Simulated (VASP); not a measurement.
## Al3Ga2As5: single point with PBE

The system is Al3Ga2As5.

```xyz
10
Lattice="-2.0276 2.0276 14.3389 2.0276 -2.0276 14.3389 2.0276 2.0276 -14.3389" Properties=species:S:1:pos:R:3 pbc="T T T"
Al    0.0000    0.0000    0.0000
Al    0.0000    0.0000   17.2011
Al    0.0000    0.0000   11.4767
Ga    0.0000    0.0000    5.7318
Ga    0.0000    0.0000   22.9459
As    0.0000    2.0276    4.2883
As    2.0276    0.0000    7.1694
As    0.0000    2.0276   10.0506
As    2.0276    0.0000   12.9076
As    2.0276    0.0000    1.4313
```

* Program: VASP 6.6.1
* Task: single point
* Functional: PBE
* Potentials or basis: VASP PAW PBE potentials, release 64 (Al, Ga_d, As)
* Cutoff: 500 eV
* k mesh: 6 × 6 × 6
* Occupations: gaussian, width 0.1 eV
* Spin: no spin polarisation

```json
{
 "Pressure": "0.2 GPa",
 "Largest force": "0.004 eV/Å",
 "Band gap on the k mesh": "1.04 eV"
}
```

Forces on the atoms (eV/Å):
```
Al   0.000  0.000  0.000
Al   0.000  0.000  0.004
Al   0.000  0.000 -0.004
Ga   0.000  0.000  0.003
Ga   0.000  0.000 -0.003
As   0.000  0.000 -0.003
As   0.000  0.000  0.000
As   0.000  0.000  0.003
As   0.000  0.000  0.001
As   0.000  0.000 -0.001
```

Stress tensor (GPa, compression positive):
```
0.22 0.00 0.00
0.00 0.22 0.00
0.00 0.00 0.03
```

Levels at points of the mesh, in eV from the valence-band top:
| k point | band 26 | band 27 | band 28 | band 29 | band 30 | band 31 | band 32 | band 33 | band 34 | band 35 |
| --- | --- | --- | --- | --- | --- | --- | --- | --- | --- | --- |
| (0.00, 0.00, 0.00) | -1.08 | -1.08 | -0.03 | 0.00 | 0.00 | 1.04 | 1.47 | 1.78 | 2.23 | 2.35 |
| (0.50, 0.00, 0.00) | -1.05 | -0.99 | -0.93 | -0.88 | -0.85 | 1.46 | 2.01 | 2.44 | 2.98 | 3.06 |
| (0.50, 0.50, 0.00) | -2.60 | -2.53 | -2.52 | -2.28 | -2.28 | 1.48 | 1.97 | 2.03 | 2.31 | 2.61 |
| (0.50, 0.50, 0.50) | -1.04 | -0.50 | -0.50 | -0.26 | -0.26 | 1.44 | 1.87 | 1.94 | 2.11 | 2.24 |

Wall time 37 min on 1 thread of AMD EPYC 9R45 96-Core Processor (Zen 5), on a shared host, peak memory 2 GiB.

A k mesh can miss the band edges.
